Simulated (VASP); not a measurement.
# Sn3Se (Pm-3m) in VASP: further runs

The runs below take Sn3Se through single point, with r2SCAN, PBEsol.

Everything below comes from runs of VASP 6.6.1. Logs are shortened: lines on timing, memory, paths and dates and some standing lists are left out, and cuts for length are marked.

## 1. The cell of the first run

It takes space group Pm-3m (No. 221, cubic). The conventional cell has a = 4.636 Å, b = 4.636 Å, c = 4.636 Å, α = 90.00°, β = 90.00°, γ = 90.00°. Sn (site symmetry 4/mmm) has 8 Sn at 3.28 Å and 4 Se at 3.28 Å within 4.3 Å. Se (site symmetry m-3m) has 12 Sn at 3.28 Å within 4.3 Å.

## 2. Single point, r2SCAN (strained)

Contents of POSCAR:

```
Sn3Se
1.0
    4.6364670298      0.0000000000      0.0000000000
    0.0000000000      4.6364670298      0.0000000000
    0.0000000000      0.0000000000      4.6364670298
Sn Se
3 1
Direct
    0.0000000000      0.5000000000      0.5000000000
    0.5000000000      0.0000000000      0.5000000000
    0.5000000000      0.5000000000      0.0000000000
    0.0000000000      0.0000000000      0.0000000000
```

Contents of INCAR.step1:

```
ALGO = Normal
EDIFF = 1E-4
ENCUT = 520
GGA = PE
ISMEAR = 0
LASPH = True
LCHARG = False
LREAL = False
LWAVE = True
NBANDS = 32
NELM = 100
PREC = Accurate
SIGMA = 0.1
```

Contents of INCAR.step2:

```
ALGO = Normal
EDIFF = 1E-6
ENCUT = 520
ISIF = 2
ISMEAR = 0
ISTART = 1
LASPH = True
LCHARG = False
LMIXTAU = True
LREAL = False
LWAVE = False
METAGGA = R2SCAN
NBANDS = 32
NELM = 100
PREC = Accurate
SIGMA = 0.1
```

Contents of KPOINTS:

```
k-points
0
Gamma
  10 10 10
```

Potentials or basis: VASP PAW PBE potentials, release 64 (Sn_d, Se).

Run with:

```sh
> cat potpaw_PBE.64/Sn_d/POTCAR potpaw_PBE.64/Se/POTCAR > POTCAR
> cp INCAR.step1 INCAR
> mpirun -np 1 vasp_std > vasp.out
> cp INCAR.step2 INCAR
> mpirun -np 1 vasp_std > vasp.out
```

OUTCAR:

```text
EDIFF = 1E-6
   ENCUT = 520
   ISIF = 2
   ISMEAR = 0
   ISTART = 1
   LASPH = True
   LREAL = False
   METAGGA = R2SCAN
   NELM = 100
   PREC = Accurate

 ion  position               nearest neighbor table
   1  0.000  0.500  0.500-   2 3.28   3 3.28   3 3.28   2 3.28   2 3.28   3 3.28   3 3.28   2 3.28

   2  0.500  0.000  0.500-   1 3.28   3 3.28   3 3.28   1 3.28   3 3.28   3 3.28   1 3.28   1 3.28

   3  0.500  0.500  0.000-   1 3.28   2 3.28   1 3.28   2 3.28   2 3.28   2 3.28   1 3.28   1 3.28

   4  0.000  0.000  0.000-

  LATTYP: Found a simple cubic cell.
 ALAT       =     4.6364670298

  Lattice vectors:

 A1 = (   4.6364670298,   0.0000000000,   0.0000000000)
 A2 = (   0.0000000000,   4.6364670298,   0.0000000000)
 A3 = (   0.0000000000,   0.0000000000,   4.6364670298)

Analysis of symmetry for initial positions (statically):
=====================================================================
 Subroutine PRICEL returns:
 Original cell was already a primitive cell.

 Routine SETGRP: Setting up the symmetry group for a
 simple cubic supercell.

 Subroutine GETGRP returns: Found 48 space group operations
 (whereof 48 operations were pure point group operations)
 out of a pool of 48 trial point group operations.

The static configuration has the point symmetry O_h .

Analysis of symmetry for dynamics (positions and initial velocities):
=====================================================================
 Subroutine PRICEL returns:
 Original cell was already a primitive cell.

 Routine SETGRP: Setting up the symmetry group for a
 simple cubic supercell.

 Subroutine GETGRP returns: Found 48 space group operations
 (whereof 48 operations were pure point group operations)
 out of a pool of 48 trial point group operations.

The dynamic configuration has the point symmetry O_h .

 Subroutine INISYM returns: Found 48 space group operations
 (whereof 48 operations are pure point group operations),
 and found     1 'primitive' translations

----------------------------------------------------------------------------------------

                                     Primitive cell

  volume of cell :      99.6693

  direct lattice vectors                    reciprocal lattice vectors
     4.636467030  0.000000000  0.000000000     0.215681465  0.000000000  0.000000000
     0.000000000  4.636467030  0.000000000     0.000000000  0.215681465  0.000000000
     0.000000000  0.000000000  4.636467030     0.000000000  0.000000000  0.215681465

  length of vectors
     4.636467030  4.636467030  4.636467030     0.215681465  0.215681465  0.215681465

  position of ions in fractional coordinates (direct lattice)
     0.000000000  0.500000000  0.500000000
     0.500000000  0.000000000  0.500000000
     0.500000000  0.500000000  0.000000000
     0.000000000  0.000000000  0.000000000

  ion indices of the primitive-cell ions
   primitive index   ion index
                 1           1
                 2           2
                 3           3
                 4           4

----------------------------------------------------------------------------------------

 KPOINTS: k-points

Automatic generation of k-mesh.
 Grid dimensions read from file:
 generate k-points for:   10   10   10

 Generating k-lattice:

  Cartesian coordinates                     Fractional coordinates (reciprocal lattice)
     0.021568146  0.000000000  0.000000000     0.100000000  0.000000000  0.000000000
     0.000000000  0.021568146  0.000000000     0.000000000  0.100000000  0.000000000
     0.000000000  0.000000000  0.021568146     0.000000000  0.000000000  0.100000000

  Length of vectors
     0.021568146  0.021568146  0.021568146

  Shift w.r.t. Gamma in fractional coordinates (k-lattice)
     0.000000000  0.000000000  0.000000000

 Subroutine IBZKPT returns following result:
 ===========================================

 Found     56 irreducible k-points:

 Following reciprocal coordinates:
            Coordinates               Weight
  0.000000  0.000000  0.000000      1.000000
  0.100000  0.000000  0.000000      6.000000
  0.200000  0.000000  0.000000      6.000000
  0.300000  0.000000  0.000000      6.000000
  0.400000  0.000000  0.000000      6.000000
  0.500000  0.000000  0.000000      3.000000
[... 16 lines left out ...]
  0.200000  0.100000  0.100000     24.000000
  0.300000  0.100000  0.100000     24.000000
 [... further k-points ...]
   k-points           NKPTS =     56   k-points in BZ     NKDIM =     56   number of bands    NBANDS=     32
   number of dos      NEDOS =    301   number of ions     NIONS =      4
   total plane-waves  NPLWV =  46656
   dimension x,y,z NGX =    36 NGY =   36 NGZ =   36
   dimension x,y,z NGXF=    72 NGYF=   72 NGZF=   72
   ions per type =               3   1
   NGX,Y,Z   is equivalent  to a cutoff of  12.91, 12.91, 12.91 a.u.
   NGXF,Y,Z  is equivalent  to a cutoff of  25.82, 25.82, 25.82 a.u.
 SYSTEM =  unknown system
   PREC   = accura    normal or accurate (medium, high low for compatibility)
   ISTART =      1    job   : 0-new  1-cont  2-samecut
   ICHARG =      0    charge: 1-file 2-atom 10-const
   ISPIN  =      1    spin polarized calculation?
   LNONCOLLINEAR =      F non collinear calculations
   LSORBIT =      F    spin-orbit coupling
   LASPH  =      T    aspherical Exc in radial PAW
   ENCUT  =  520.0 eV  38.22 Ry    6.18 a.u.   8.62  8.62  8.62*2*pi/ulx,y,z
   NELM   =    100;   NELMIN=  2; NELMDL=  0     # of ELM steps
   EDIFF  = 0.1E-05   stopping-criterion for ELM
   LREAL  =      F    real-space projection
   EDIFFG = 0.1E-04   stopping-criterion for IOM
   NSW    =      0    number of steps for IOM
   IBRION =     -1    ionic relax: 0-MD 1-quasi-New 2-CG
   NFREE  =      0    steps in history (QN), initial steepest desc. (CG)
   ISIF   =      2    stress and relaxation
   ISYM   =      2    0-nonsym 1-usesym 2-fastsym
   POTIM  = 0.5000    time-step for ionic-motion
   TEBEG  =    0.0;   TEEND  =   0.0 temperature during run
   PSTRESS=    0.0 pullay stress
   NELECT =      48.0000    total number of electrons
   NUPDOWN=      -1.0000    fix difference up-down
   EMIN   =  10.00;   EMAX   =-10.00  energy-range for DOS
   EFERMI =   0.00;   METHOD = LEGACY
   ISMEAR =     0;   SIGMA  =   0.10  broadening in eV -4-tet -1-fermi 0-gaus
   EFERMI_NEDOS =   21; number of points for ismear=-14 and -15
   IALGO  =     38    algorithm
   IMIX   =      4    mixing-type and parameters
     AMIX     =   0.40;   BMIX     =  1.00
     AMIX_MAG =   1.60;   BMIX_MAG =  1.00
  volume/ion in A,a.u.               =      24.92       168.15
  Fermi-wavevector in a.u.,A,eV,Ry     =   1.283221  2.424936 22.404111  1.646656
  Thomas-Fermi vector in A             =   2.415486
   LORBIT       =      0    0 simple, 1 ext, 2 COOP (PROOUT), +10 PAW based schemes
   METAGGA = R2SCAN    functional components
   LHFCALC =     F    Hartree Fock is set to
   AEXX    =    0.0000 exact exchange contribution
   IVDW    =     0    specifies the selected vdW correction
   LEPSILON=     F    determine dielectric tensor
   LRPA    =     F    only Hartree local field effects (RPA)
 non-spin polarized calculation
 Gauss-broadening in eV      SIGMA  =   0.10
  energy-cutoff  :      520.00
  volume of cell :       99.67
 maximum number of plane-waves:      2730
 NGX is ok and might be reduce to    36
   NGX = 17   NGY = 17   NGZ = 17

 number of electron      47.9999978 magnetization

 Free energy of the ion-electron system (eV)
  ---------------------------------------------------
  ext. energy  EPLUGINS =         0.00000000
  ---------------------------------------------------
  free energy    TOTEN  =       -87.66578689 eV

  energy without entropy =      -87.65269401  energy(sigma->0) =      -87.65924045

 E-fermi :   8.0583     XC(G=0): -11.2722

 val. band max:        8.0581303067   @ k =   0.5000   0.3000   0.0000
 cond. band min:       8.0822687206   @ k =   0.3000   0.3000   0.2000
 fundamental gap:      0.0241384139
 Fermi energy:         8.0583329817

 k-point     1 :       0.0000    0.0000    0.0000
  band No.  band energies     occupation
      1     -14.6004      2.00000
      2     -14.6004      2.00000
      3     -14.6004      2.00000
      4     -14.5618      2.00000
      5     -14.5618      2.00000
      6     -14.5370      2.00000
[... 24 lines left out ...]
     31      13.9931      0.00000
     32      13.9936      0.00000

 k-point     2 :       0.1000    0.0000    0.0000
  band No.  band energies     occupation
      1     -14.5990      2.00000
      2     -14.5936      2.00000
      3     -14.5936      2.00000
      4     -14.5612      2.00000
      5     -14.5578      2.00000
      6     -14.5321      2.00000
[... 24 lines left out ...]
     31      14.2460      0.00000
     32      14.4255      0.00000

 k-point     3 :       0.2000    0.0000    0.0000
  band No.  band energies     occupation
      1     -14.5951      2.00000
      2     -14.5741      2.00000
      3     -14.5741      2.00000
      4     -14.5599      2.00000
      5     -14.5464      2.00000
      6     -14.5185      2.00000
[... 24 lines left out ...]
     31      14.1964      0.00000
     32      14.2029      0.00000

 k-point     4 :       0.3000    0.0000    0.0000
  band No.  band energies     occupation
      1     -14.5900      2.00000
      2     -14.5582      2.00000
      3     -14.5450      2.00000
      4     -14.5450      2.00000
      5     -14.5297      2.00000
      6     -14.4984      2.00000
[... 24 lines left out ...]
     31      13.4062      0.00000
     32      14.4555      0.00000

 k-point     5 :       0.4000    0.0000    0.0000
  band No.  band energies     occupation
      1     -14.5855      2.00000
      2     -14.5569      2.00000
      3     -14.5150      2.00000
      4     -14.5150      2.00000
      5     -14.5118      2.00000
      6     -14.4815      2.00000
[... 584 lines left out ...]
     31      14.2160      0.00000
     32      16.0461      0.00000

 k-point    22 :       0.1000    0.1000    0.1000
  band No.  band energies     occupation
      1     -14.5905      2.00000
      2     -14.5855      2.00000
      3     -14.5855      2.00000
      4     -14.5534      2.00000
      5     -14.5534      2.00000
      6     -14.5224      2.00000
[... 24 lines left out ...]
     31      14.2633      0.00000
     32      14.2633      0.00000

 k-point    23 :       0.2000    0.1000    0.1000
  band No.  band energies     occupation
      1     -14.5849      2.00000
      2     -14.5730      2.00000
      3     -14.5722      2.00000
      4     -14.5490      2.00000
      5     -14.5378      2.00000
      6     -14.5089      2.00000
[... 24 lines left out ...]
     31      14.3068      0.00000
     32      14.4231      0.00000

 k-point    24 :       0.3000    0.1000    0.1000
  band No.  band energies     occupation
      1     -14.5792      2.00000
      2     -14.5602      2.00000
      3     -14.5522      2.00000
      4     -14.5358      2.00000
      5     -14.5157      2.00000
      6     -14.4922      2.00000
[... 24 lines left out ...]
     31      13.9628      0.00000
     32      14.5659      0.00000

 [... further k-points ...]

------------------------ aborting loop because EDIFF is reached ----------------------------------------

  FORCE on cell =-STRESS in cart. coord.  units (eV):
  Direction    XX          YY          ZZ          XY          YZ          ZX
  --------------------------------------------------------------------------------------
  -------------------------------------------------------------------------------------
  Total        2.0264287      2.0264287      2.0264287     -0.0000000     -0.0000000      0.0000000
  in kB       32.5746970     32.5746970     32.5746970     -0.0000000     -0.0000000      0.0000000
  external PRESSURE =      32.5746970 kB  Pullay stress =       0.0000000 kB

 VOLUME and BASIS-vectors are now :
 -----------------------------------------------------------------------------
  energy-cutoff  :      520.00
  volume of cell :       99.67
      direct lattice vectors                 reciprocal lattice vectors
     4.636467030  0.000000000  0.000000000     0.215681465  0.000000000  0.000000000
     0.000000000  4.636467030  0.000000000     0.000000000  0.215681465  0.000000000
     0.000000000  0.000000000  4.636467030     0.000000000  0.000000000  0.215681465

 POSITION                                       TOTAL-FORCE (eV/Angst)
 -----------------------------------------------------------------------------------
      0.00000      2.31823      2.31823         0.000000      0.000000      0.000000
      2.31823      0.00000      2.31823         0.000000      0.000000      0.000000
      2.31823      2.31823      0.00000         0.000000      0.000000      0.000000
      0.00000      0.00000      0.00000         0.000000      0.000000      0.000000
 -----------------------------------------------------------------------------------
    total drift:                                0.000000      0.000000      0.000000

  FREE ENERGIE OF THE ION-ELECTRON SYSTEM (eV)
  ---------------------------------------------------
  free  energy   TOTEN  =       -87.6657868914 eV

  energy  without entropy=      -87.6526940101  energy(sigma->0) =      -87.65924045
```

Wall time 3.6 min (1 thread of Intel Xeon 6975P-C (Granite Rapids), shared host); peak memory 0.31 GiB.

What came out:

* Free energy: -87.6658 eV
* Pressure: 3.3 GPa
* Band gap on the k mesh: zero (bands 24 and 25 overlap by 2.75 eV)

Levels at points of the mesh, in eV from the Fermi level:
```csv
k point,band 20,band 21,band 22,band 23,band 24,band 25,band 26,band 27,band 28,band 29
"(0.00, 0.00, 0.00)",-5.00,-4.91,-4.91,-0.22,-0.22,-0.22,2.48,2.48,2.48,4.76
"(0.50, 0.00, 0.00)",-3.78,-3.78,-2.19,-2.18,-2.18,-0.22,2.25,2.37,2.37,2.74
"(0.50, 0.50, 0.00)",-3.02,-2.57,-2.15,-2.15,-0.58,-0.11,-0.05,-0.05,3.56,3.56
"(0.50, 0.50, 0.50)",-5.97,-5.97,-5.97,-5.47,2.18,2.18,2.18,6.55,6.55,6.89
```

Caveat: the cell differs from its parent crystal (strained); the cell stands under pressure; the PAW data sets were made with another functional, which shifts forces and pressure a little; spin-orbit coupling is left out, which moves the levels of the heavy elements.

(Continued in part 2 of 2.)
